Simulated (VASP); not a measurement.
Crystal: Ag3Os.

```xyz
4
Lattice="4.1277 0.0000 0.0000 0.0000 4.1277 0.0000 0.0000 0.0000 4.1277" Properties=species:S:1:pos:R:3 pbc="T T T"
Ag    0.0000    2.0639    2.0639
Ag    2.0639    0.0000    2.0639
Ag    2.0639    2.0639    0.0000
Os    0.0000    0.0000    0.0000
```

* Program: VASP 6.6.1
* Task: relaxation of cell and atoms
* Functional: PBE
* Potentials or basis: VASP PAW PBE potentials, release 64 (Ag, Os)
* Cutoff: 600 eV
* k mesh: 4 × 4 × 4
* Occupations: gaussian, width 0.1 eV
* Spin: no spin polarisation

At the start: pressure -5.3 GPa; volume 17.58 Å³/atom.

Where does the relaxation end?

Over 3 steps the energy falls by 13.4 meV/atom and the volume is 16.82 Å³/atom (-4.4 %); space group Pm-3m (No. 221, to 0.1 Å) before and after.

The path:
| step | energy change (eV) | largest force (eV/Å) | pressure (GPa) | volume (Å³) |
| --- | --- | --- | --- | --- |
| 1 | 0.0000 | 0.0000 | -5.34 | 70.33 |
| 2 | -0.0039 | 0.0000 | 6.15 | 64.53 |
| 3 | -0.0537 | 0.0000 | -0.03 | 67.26 |

Final structure:
```cif
data_structure
_symmetry_space_group_name_H-M 'P 1'
_symmetry_Int_Tables_number 1
_cell_length_a 4.0669
_cell_length_b 4.0669
_cell_length_c 4.0669
_cell_angle_alpha 90.000
_cell_angle_beta 90.000
_cell_angle_gamma 90.000
_cell_volume 67.26
loop_
_atom_site_label
_atom_site_type_symbol
_atom_site_fract_x
_atom_site_fract_y
_atom_site_fract_z
_atom_site_occupancy
Ag1 Ag 0.00000 0.50000 0.50000 1
Ag2 Ag 0.50000 0.00000 0.50000 1
Ag3 Ag 0.50000 0.50000 0.00000 1
Os1 Os 0.00000 0.00000 0.00000 1
```

Caveat: the k points lie up to 0.39 Å⁻¹ apart in the final cell, too coarse for converged energies and pressures of a metal.
